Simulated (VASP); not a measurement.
HgTe: single point with r2SCAN+D3(BJ)

The system is HgTe.

```
Hg Te
1.0
     2.93143   -3.39616    0.00000
     2.93143    3.39616    0.00000
     0.00000    0.00000    5.67979
Hg Te
2 2
Direct
  0.34305 0.65695 0.75000
  0.65695 0.34305 0.25000
  0.78481 0.21519 0.75000
  0.21519 0.78481 0.25000
```

```json
{
 "Program": "VASP 6.6.1",
 "Task": "single point",
 "Functional": "r2SCAN",
 "Dispersion": "D3(BJ)",
 "Potentials or basis": "VASP PAW PBE potentials, release 64 (Hg, Te)",
 "Cutoff": "520 eV",
 "k mesh": "4 × 4 × 4",
 "Occupations": "fermi-dirac, width 0.05 eV",
 "Spin": "no spin polarisation",
 "Dipole correction": "no",
 "Further INCAR settings": "ALGO = Normal; EDIFF = 1e-06; NBANDS = 26"
}
```

| Property | Result |
| --- | --- |
| Pressure | 0.9 GPa |
| Largest force | 0.088 eV/Å |
| Band gap on the k mesh | zero (band 18 reaches 4.78 eV, above the bottom of band 19 at 2.52 eV) |
| Dispersion energy per atom | -0.207 eV |

Forces on the atoms (eV/Å):
```
Hg   0.000  0.035  0.000
Hg   0.000 -0.035  0.000
Te   0.000 -0.088  0.000
Te   0.000  0.088  0.000
```

Stress tensor (GPa, compression positive):
```
1.11 0.00 0.00
0.00 0.88 0.00
0.00 0.00 0.81
```

Levels at points of the mesh, in eV from the Fermi level:
```csv
k point,band 14,band 15,band 16,band 17,band 18,band 19,band 20,band 21,band 22,band 23
"(0.00, 0.00, 0.00)",-2.85,-2.74,-2.69,-1.20,-0.47,-0.18,-0.13,4.35,5.53,6.66
"(0.50, 0.00, 0.00)",-4.03,-2.73,-2.15,-0.97,-0.63,1.66,2.77,3.28,5.07,5.51
"(0.50, 0.50, 0.00)",-4.54,-2.33,-2.04,-2.01,-1.99,-1.88,-1.45,3.46,5.61,7.74
"(0.00, 0.00, 0.50)",-3.68,-2.08,-2.08,-1.46,-1.46,1.66,1.66,5.31,5.31,5.35
"(0.50, 0.00, 0.50)",-5.84,-1.05,-1.05,0.27,0.27,2.27,2.27,4.24,4.24,4.98
"(0.50, 0.50, 0.50)",-4.81,-3.49,-3.49,-3.32,-3.32,2.39,2.39,6.16,6.16,7.53
```

It took 2.4 min on 1 thread of Intel Xeon 6975P-C (shared host), peak memory 0.27 GiB.

Caveat: three body term missing; the PAW data sets were made with another functional, which shifts forces and pressure a little; spin-orbit coupling is left out, which moves the levels of the heavy elements; pairwise dispersion overbinds metals, which lowers pressure and volume.
